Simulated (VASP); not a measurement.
A run of VASP 6.6.1:

INCAR

```
PREC = Accurate
ENCUT = 520
EDIFF = 1E-7
ISMEAR = -1
SIGMA = 0.02
LREAL = False
LASPH = True
NELM = 80
ALGO = Normal
ISIF = 2
LWAVE = False
LCHARG = True
GGA = PS
LELF = True
LVHAR = True
NBANDS = 17
```

KPOINTS

```
regular mesh
0
Gamma
  6 6 6
```

POSCAR

```
SnSe
1.0
    0.0000000000      2.9665388222      2.9665388222
    2.9665388222      0.0000000000      2.9665388222
    2.9665388222      2.9665388222      0.0000000000
Sn Se
1 1
Direct
    0.0000000000      0.0000000000      0.0000000000
    0.5000000000      0.5000000000      0.5000000000
```

Potentials or basis: VASP PAW PBE potentials, release 64 (Sn_d, Se).

Launch:

```console
$ cat potpaw_PBE.64/Sn_d/POTCAR potpaw_PBE.64/Se/POTCAR > POTCAR
$ mpirun -np 1 vasp_std > vasp.out
```

Hardware: 1 thread of AMD EPYC 9R45 96-Core Processor (Zen 5) (shared host).

Question: Estimate the wall time of this run.

Answer: It took 7.2 s on 1 thread of AMD EPYC 9R45 96-Core Processor (Zen 5), with other jobs on the host, peak memory 0.15 GiB. Counts: scf iterations 12, k points 16.
